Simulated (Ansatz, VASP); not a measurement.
## Two plane-wave programs on Zn

File INCAR:

```
PREC     = Accurate       # precision mode
ENCUT    = 520            # plane-wave cutoff, eV
EDIFF    = 1E-6           # SCF threshold, eV
ISMEAR   = -1             # smearing method
SIGMA    = 0.1            # smearing width, eV
LREAL    = False          # projectors in reciprocal space
LASPH    = True           # aspherical terms in the spheres
NELM     = 100            # most SCF steps
ALGO     = Normal         # electronic algorithm
ISIF     = 2              # what is computed and relaxed
LWAVE    = False          # write WAVECAR
LCHARG   = False          # write CHGCAR
GGA      = RP             # functional
NBANDS   = 12             # bands
```

Contents of KPOINTS:

```
regular mesh
0
Gamma
  16 16 16
```

POSCAR

```
Zn
1.0
   -1.5911000635      1.5911000635      1.5911000635
    1.5911000635     -1.5911000635      1.5911000635
    1.5911000635      1.5911000635     -1.5911000635
Zn
1
Direct
    0.0000000000      0.0000000000      0.0000000000
```

Input for Ansatz:

```yaml
crystal:
  lattice:
    - [-1.5911000635, 1.5911000635, 1.5911000635]
    - [1.5911000635, -1.5911000635, 1.5911000635]
    - [1.5911000635, 1.5911000635, -1.5911000635]
  atoms:
    - { symbol: Zn, position: [0.0, 0.0, 0.0] }
hamiltonian:
  xc: rpbe
  pseudopotentials:
    kind: paw
    azcp:
      Zn: "pseudopotentials/Zn.paw.azcp"
basis:
  ecutwfc: 420
  fft_grid_basis: typed
kpoints:
  mp_grid: { grid: [16, 16, 16], shift: [0, 0, 0] }
magnetization:
  spin_polarized: false
scf:
  occupations: { method: fermi_dirac, width: 0.1 }
  lower_state_search: "off"
output:
  stress: true
```

Alike in both runs: task single point; functional RPBE; k mesh 16 × 16 × 16; occupations fermi-dirac, width 0.1 eV; no spin polarisation.

```csv
,VASP,Ansatz
version,VASP 6.6.1,Ansatz 0.2.0
potentials or method,"VASP PAW PBE potentials, release 64 (Zn), cutoff 520 eV","plane waves (420 eV) with PAW, scalar-relativistic"
valence electrons in the cell,12,12
```

```csv
,VASP,Ansatz,Ansatz less VASP
pressure (GPa),0.4,0.2,-0.18
```

VASP's potentials were made for PBE, not for RPBE.
